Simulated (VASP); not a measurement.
# SiC5 (R32) in VASP: a series of runs, part 2 of 2

VASP 6.6.1. Earlier steps stand in the parts before.

## Step 3: Single point, PBE

This run uses another cell than the first one, of 16.27 Å³/atom.

INCAR

```
SYSTEM = SiC5
PREC = Accurate
ENCUT = 520
EDIFF = 1E-6
ISMEAR = 0
SIGMA = 0.1
LREAL = .False.
LASPH = .True.
NELM = 60
ALGO = Normal
ISIF = 2
LWAVE = .False.
LCHARG = .True.
GGA = PE
LELF = .True.
LVHAR = .True.
NBANDS = 21
```

KPOINTS

```
regular mesh
0
Gamma
  6 6 6
  0 0 0
```

POSCAR

```
SiC5
1.0
    2.5066478000      1.4472137800      4.4839137200
   -2.5066478000      1.4472137800      4.4839137200
    0.0000000000     -2.8944275700      4.4839137200
Si C
1 5
Direct
    0.0000000000      0.0000000000      0.0000000000
    0.1245954700      0.5000000000      0.8754045300
    0.8754045300      0.1245954700      0.5000000000
    0.5000000000      0.8754045300      0.1245954700
    0.3448401700      0.3448401700      0.3448401700
    0.6551598300      0.6551598300      0.6551598300
```

Potentials or basis: VASP PAW PBE potentials, release 64 (Si, C).

Launch:

```
$ cat potpaw_PBE.64/Si/POTCAR potpaw_PBE.64/C/POTCAR > POTCAR
$ mpirun -np 1 vasp_std > vasp.out
```

OUTCAR:

```text
SYSTEM = SiC5
   PREC = Accurate
   ENCUT = 520
   EDIFF = 1E-6
   ISMEAR = 0
   LREAL = .False.
   LASPH = .True.
   NELM = 60
   ISIF = 2
   GGA = PE

 ion  position               nearest neighbor table
   1  0.000  0.000  0.000-
   2  0.125  0.500  0.875-
   3  0.875  0.125  0.500-
   4  0.500  0.875  0.125-
   5  0.345  0.345  0.345-
   6  0.655  0.655  0.655-

  LATTYP: Found a trigonal (rhomboedric) cell.
[... 780 lines left out ...]
  --------------------------------------------------------------------------------------
  -------------------------------------------------------------------------------------
  Total      -15.2770385    -15.2770385    -16.4070351      0.0000000      0.0000000      0.0000000
  in kB     -250.7929077   -250.7929081   -269.3433057      0.0000000      0.0000002      0.0000000
  external PRESSURE =    -256.9763738 kB  Pullay stress =       0.0000000 kB

 VOLUME and BASIS-vectors are now :
 -----------------------------------------------------------------------------
  energy-cutoff  :      520.00
  volume of cell :       97.60
      direct lattice vectors                 reciprocal lattice vectors
     2.506647800  1.447213780  4.483913720     0.199469586  0.115163819  0.074339819
    -2.506647800  1.447213780  4.483913720    -0.199469586  0.115163819  0.074339819
     0.000000000 -2.894427570  4.483913720     0.000000000 -0.230327639  0.074339819

 POSITION                                       TOTAL-FORCE (eV/Angst)
 -----------------------------------------------------------------------------------
      0.00000      0.00000      0.00000         0.000000     -0.000000      0.000000
     -0.94101     -1.62987      6.72587        -0.150222     -0.260192      0.000000
      1.88201     -0.00000      6.72587         0.300443      0.000000      0.000000
     -0.94101      1.62987      6.72587        -0.150222      0.260192      0.000000
      0.00000     -0.00000      4.63870         0.000000      0.000000     -0.017096
      0.00000     -0.00000      8.81304         0.000000     -0.000000      0.017096
 -----------------------------------------------------------------------------------
    total drift:                                0.000000     -0.000000      0.000000

  FREE ENERGIE OF THE ION-ELECTRON SYSTEM (eV)
  ---------------------------------------------------
  free  energy   TOTEN  =       -22.5767500664 eV

  energy  without entropy=      -22.5561440331  energy(sigma->0) =      -22.56644705
```

stdout:

```text
POSCAR found type information on POSCAR SiC
 POSCAR found :  2 types and       6 ions
 scaLAPACK will be used
 LDA part: xc-table for (Slater+PW92), standard interpolation
 POSCAR, INCAR and KPOINTS ok, starting setup
 FFT: planning ... GRIDC
 FFT: planning ... GRID_SOFT
 FFT: planning ... GRID
 WAVECAR not read
 entering main loop
```

Wall time 2.1 min (1 thread of Intel Xeon Platinum 8175M at 2.50GHz (Skylake/Cascade Lake), shared host); peak memory 0.25 GiB.

What came out:

| Quantity | Value |
| --- | --- |
| Free energy | -22.5768 eV |
| Pressure | -25.7 GPa |
| Largest force | 0.300 eV/Å |
| Band gap on the k mesh | zero (bands 12 and 13 overlap by 0.97 eV) |

Forces in eV/Å, atoms in the order of the input:
```
Si   0.000  0.000  0.000
C   -0.150 -0.260  0.000
C    0.300  0.000  0.000
C   -0.150  0.260  0.000
C    0.000  0.000 -0.017
C    0.000  0.000  0.017
```

Stress tensor (GPa, compression positive):
```
-25.08   0.00   0.00
  0.00 -25.08   0.00
  0.00   0.00 -26.93
```

Levels at points of the mesh, in eV from the Fermi level:
| k point | band 9 | band 10 | band 11 | band 12 | band 13 | band 14 | band 15 | band 16 |
| --- | --- | --- | --- | --- | --- | --- | --- | --- |
| (0.00, 0.00, 0.00) | -2.08 | -2.08 | -1.63 | -1.63 | -0.80 | -0.20 | -0.20 | 2.14 |
| (0.50, 0.00, 0.00) | -2.14 | -1.19 | -0.39 | -0.01 | 0.72 | 0.86 | 1.41 | 1.52 |
| (0.50, 0.50, 0.00) | -1.01 | -0.82 | -0.30 | 0.01 | 0.75 | 0.76 | 0.90 | 1.25 |
| (0.50, 0.50, 0.50) | -1.39 | -1.10 | -1.10 | -0.36 | 0.44 | 0.44 | 1.21 | 1.37 |

Caveat: the cell stands under tension.

## Step 4: Single point, PBE, collinear spin

INCAR

```
PREC = Accurate
ENCUT = 520
EDIFF = 1E-7
ISMEAR = 0
SIGMA = 0.1
LREAL = False
LASPH = True
NELM = 150
ALGO = Normal
ISIF = 2
LWAVE = False
LCHARG = False
ISPIN = 2
MAGMOM = 0 1 1 1 1 1
LORBIT = 11
GGA = PE
NBANDS = 25
```

KPOINTS

```
Automatic mesh
0
Gamma
  6 6 6
```

POSCAR

```
SiC5
1.0
    2.1491899746      1.2408354104      4.3119754651
   -2.1491899746      1.2408354104      4.3119754651
    0.0000000000     -2.4816708207      4.3119754651
Si C
1 5
Direct
    0.0000000000      0.0000000000      0.0000000000
    0.8424464092      0.5000000000      0.1575535908
    0.1575535908      0.8424464092      0.5000000000
    0.5000000000      0.1575535908      0.8424464092
    0.1796779229      0.1796779229      0.1796779229
    0.8203220771      0.8203220771      0.8203220771
```

Launch:

```
$ cat potpaw_PBE.64/Si/POTCAR potpaw_PBE.64/C/POTCAR > POTCAR
$ mpirun -np 1 vasp_std > vasp.out
```

It took 4.7 min on 1 thread of Intel Xeon Platinum 8175M at 2.50GHz (Skylake/Cascade Lake), shared host; peak memory 0.32 GiB.

It converged, with:

- Free energy: -41.1985 eV
- Pressure: 2.1 GPa
- Largest force: 0.280 eV/Å
- Net moment: 1.58 μB per cell
- Site moments: Si -0.01; C +0.33, +0.03 (each value once) μB
- Valence electrons inside the program's atomic spheres: Si 1.46; C 2.46, 2.62 (each value once)

Forces in eV/Å, atoms in the order of the input:
```
Si   0.000  0.000  0.000
C   -0.140 -0.243  0.000
C    0.280  0.000  0.000
C   -0.140  0.243  0.000
C    0.000  0.000 -0.151
C    0.000  0.000  0.151
```

Stress tensor (GPa, compression positive):
```
2.83 0.00 0.00
0.00 2.83 0.00
0.00 0.00 0.60
```

Levels at points of the mesh, in eV from the Fermi level:
Spin up:
```tsv
k point	band 11	band 12	band 13	band 14	band 15	band 16
(0.00, 0.00, 0.00)	-1.98	-1.71	0.58	0.58	2.89	2.89
(0.50, 0.00, 0.00)	-2.51	-1.40	-0.07	0.11	0.58	4.67
(0.50, 0.50, 0.00)	-1.93	-1.39	-0.15	0.65	1.20	2.95
(0.50, 0.50, 0.50)	-1.20	-1.20	0.44	0.44	2.00	2.00
```
Spin down:
```
           k point  band 9  band 10  band 11  band 12  band 13  band 14
(0.00, 0.00, 0.00)   -3.14    -1.66    -1.66    -1.58     1.86     1.86
(0.50, 0.00, 0.00)   -3.04    -2.95    -2.25    -0.07     0.13     0.81
(0.50, 0.50, 0.00)   -3.04    -2.20    -1.62    -0.12     0.51     1.34
(0.50, 0.50, 0.50)   -2.17    -1.93    -0.76    -0.76     1.55     1.55
```

## Step 5: Overview

| spin | cell | gap on the mesh (eV) | pressure (GPa) | largest force (eV/Å) |
| --- | --- | --- | --- | --- |
| off | a = 4.975 Å, angles 51.2°, 6 atoms, atomic positions A | none | 0.3 | 0.04 |
| off | a = 5.337 Å, angles 56.0°, 6 atoms, atomic positions B | none | -25.7 | 0.30 |
| collinear | a = 4.975 Å, angles 51.2°, 6 atoms, atomic positions A | none | 2.1 | 0.28 |

Alike in all rows: task single point; level PBE; potentials or basis VASP PAW PBE potentials, release 64 (Si, C); k mesh 6 × 6 × 6; cutoff (eV) 520; smearing gaussian 0.1 eV.

Caveats: semilocal functionals underestimate gaps, so a narrow gap can read as zero (at least some runs); the cell stands under tension (at least some runs).

Total energies depend on the potentials used, so only differences within one code and one set of settings carry meaning.
